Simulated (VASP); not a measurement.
MnO, 2 atoms in the cell. The structure is cubic, space group Fm-3m (No. 225). The conventional cell has a = 4.448 Å, b = 4.448 Å, c = 4.448 Å, α = 90.00°, β = 90.00°, γ = 90.00°. Within 2.9 Å of Mn (site symmetry m-3m) lie 6 O at 2.22 Å. O (site symmetry m-3m) has 6 Mn at 2.22 Å within 2.9 Å. 

| Property | Result |
| --- | --- |
| Program | VASP 6.6.1 |
| Task | single point |
| Functional | revPBE |
| Potentials or basis | VASP PAW PBE potentials, release 64 (Mn_pv, O) |
| Cutoff | 520 eV |
| k mesh | 10 × 10 × 10 |
| Occupations | fermi-dirac, width 0.05 eV |
| Spin | collinear spin, ferromagnetic start |
| Starting moments | [4.0, 0.0] μB |
| Dipole correction | no |
| Further INCAR settings | ALGO = Normal; EDIFF = 1e-07; NBANDS = 20 |

Potentials or basis: VASP PAW PBE potentials, release 64 (Mn_pv, O).

Launch:

```bash
$ cat potpaw_PBE.64/Mn_pv/POTCAR potpaw_PBE.64/O/POTCAR > POTCAR
$ mpirun -np 1 vasp_std > vasp.out
```

Hardware: 1 thread of Intel Xeon 8259CL, with other jobs on the host.

Question: Estimate the wall time of this run.

Answer: Run time: 51 s on 1 thread of Intel Xeon 8259CL (shared host), peak memory 0.17 GiB. Counts: scf iterations 15, k points 47.
